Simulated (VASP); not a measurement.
## WC (rocksalt type): relaxation of cell and atoms with PBE

The system is WC (rocksalt type).

```
W C
1.0
     0.00000    2.13795    2.13795
     2.13795    0.00000    2.13795
     2.13795    2.13795    0.00000
W C
1 1
Direct
  0.00000 0.00000 0.00000
  0.50000 0.50000 0.50000
```

```
Program                : VASP 6.6.1
Task                   : relaxation of cell and atoms
Functional             : PBE
Potentials or basis    : VASP PAW PBE potentials, release 64 (W_sv, C)
Cutoff                 : 600 eV
k mesh                 : 16 × 16 × 16
Occupations            : fermi-dirac, width 0.1 eV
Spin                   : no spin polarisation
Target pressure        : 31 GPa
Dipole correction      : no
Further INCAR settings : ALGO = Normal; EDIFF = 1e-06; IBRION = 2; EDIFFG = -0.005; NSW = 60; ISIF = 3
```

```yaml
Relaxed_volume: 9.79 Å³/atom
Relaxed_cell: a = 3.026 Å, b = 3.026 Å, c = 3.026 Å, α = 60.00°, β = 60.00°, γ = 60.00°
Space_group_after_relaxing_to_0.1_Å: Fm-3m (No. 225)
Energy_change_on_relaxing_the_run_minimises_the_enthalpy: -4.3 meV/atom
Ionic_steps: 3
Pressure_after_relaxing: 31.0 GPa
```

Step by step:
```tsv
step	energy change (eV)	largest force (eV/Å)	pressure (GPa)	volume (Å³)
1	0.0000	0.0000	32.11	19.54
2	-0.0358	0.0000	27.32	19.74
3	-0.0086	0.0000	30.99	19.59
```

Final structure:
```xyz
2
Lattice="0.0000 2.1395 2.1395 2.1395 0.0000 2.1395 2.1395 2.1395 0.0000" Properties=species:S:1:pos:R:3 pbc="T T T"
W     0.0000    0.0000    0.0000
C     2.1395    2.1395    2.1395
```

Levels at points of the mesh, in eV from the Fermi level:
```csv
k point,band 7,band 8,band 9,band 10,band 11,band 12
"(0.00, 0.00, 0.00)",-3.04,-3.04,-1.23,-1.23,-1.23,-1.04
"(0.50, 0.00, 0.00)",-7.14,-7.14,1.20,1.20,2.63,5.01
"(0.50, 0.50, 0.00)",-5.78,-2.64,-2.64,0.99,2.58,2.58
```

Run time: 2.5 min on 1 thread of AMD EPYC 7R13, with other jobs on the host, peak memory 0.16 GiB.

Caveat: the cell is relaxed towards a set pressure, so the run minimises the enthalpy, not the energy; the highest band is partly filled, so the run has too few bands; spin-orbit coupling is left out, which moves the levels of the heavy elements.
